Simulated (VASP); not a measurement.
A run of VASP 6.6.1:

File INCAR:

```
PREC     = Accurate       # precision mode
ENCUT    = 630            # plane-wave cutoff, eV
EDIFF    = 1E-6           # SCF threshold, eV
ISMEAR   = 0              # smearing method
SIGMA    = 0.1            # smearing width, eV
LREAL    = False          # projectors in reciprocal space
LASPH    = True           # aspherical terms in the spheres
NELM     = 120            # most SCF steps
ALGO     = Normal         # electronic algorithm
ISIF     = 2              # what is computed and relaxed
LWAVE    = False          # write WAVECAR
LCHARG   = False          # write CHGCAR
GGA      = PE             # functional
NBANDS   = 64             # bands
GGA_COMPAT= False
```

The input KPOINTS:

```
Automatic mesh
0
Gamma
  6 6 4
```

The input POSCAR:

```
CdIr
1.0
    5.3452985478      0.0000000000      0.0000000000
   -2.6726492739      4.6291643332      0.0000000000
    0.0000000000      0.0000000000      4.3126840556
Cd Ir
3 3
Direct
    0.5000000000      0.0000000000      0.0000000000
    0.5000000000      0.5000000000      0.0000000000
    0.0000000000      0.5000000000      0.0000000000
    0.0000000000      0.0000000000      0.0000000000
    0.3333333333      0.6666666667      0.5000000000
    0.6666666667      0.3333333333      0.5000000000
```

Potentials or basis: VASP PAW PBE potentials, release 64 (Cd_sv_GW, Ir_sv_GW).

Command:

```sh
$ cat potpaw_PBE.64/Cd_sv_GW/POTCAR potpaw_PBE.64/Ir_sv_GW/POTCAR > POTCAR
$ mpirun -np 1 vasp_std > vasp.out
```

Hardware: 1 thread of Intel(R) Xeon(R) 6975P-C (Granite Rapids), on a shared host.

Question: How long does it take, and how much memory?

Answer: It took 6 min on 1 thread of Intel(R) Xeon(R) 6975P-C (Granite Rapids), with other jobs on the host, peak memory 0.36 GiB. Counts: scf iterations 28, k points 21.
